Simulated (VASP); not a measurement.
Here is a VASP 6.6.1 calculation.

Contents of INCAR:

```
PREC     = Accurate       # precision mode
ENCUT    = 520            # plane-wave cutoff, eV
EDIFF    = 1E-6           # SCF threshold, eV
ISMEAR   = -1             # smearing method
SIGMA    = 0.05           # smearing width, eV
LREAL    = False          # projectors in reciprocal space
LASPH    = True           # aspherical terms in the spheres
NELM     = 80             # most SCF steps
ALGO     = Normal         # electronic algorithm
ISIF     = 2              # what is computed and relaxed
LWAVE    = False          # write WAVECAR
LCHARG   = False          # write CHGCAR
LDIPOL   = True         
IDIPOL   = 3            
DIPOL    = 0.5 0.5 0.500
GGA      = PS             # functional
NBANDS   = 36             # bands
```

File KPOINTS:

```
regular mesh
0
Gamma
  14 14 1
```

Contents of POSCAR:

```
Cu
1.0
    2.5192775978      0.0000000000      0.0000000000
    0.0000000000      2.5192775978      0.0000000000
    0.0000000000      0.0000000000     20.0278000000
Cu
5
Direct
    0.0000000000      0.0000000000      0.3245488341
    0.5000000000      0.5000000000      0.4106664633
    0.0000000000      0.0000000000      0.5000000921
    0.5000000000      0.5000000000      0.5893335851
    0.0000000000      0.0000000000      0.6754511659
```

Potentials or basis: VASP PAW PBE potentials, release 64 (Cu).

Launch:

```sh
$ cat potpaw_PBE.64/Cu/POTCAR > POTCAR
$ mpirun -np 1 vasp_std > vasp.out
```

Task: Predict the largest force.

Result: 0.027 eV/Å.

Forces in eV/Å, atoms in the order of the input:
```
Cu   0.000  0.000 -0.027
Cu   0.000  0.000  0.011
Cu   0.000  0.000  0.000
Cu   0.000  0.000 -0.011
Cu   0.000  0.000  0.027
```

Caveat: the PAW data sets were made with another functional, which shifts forces and pressure a little.
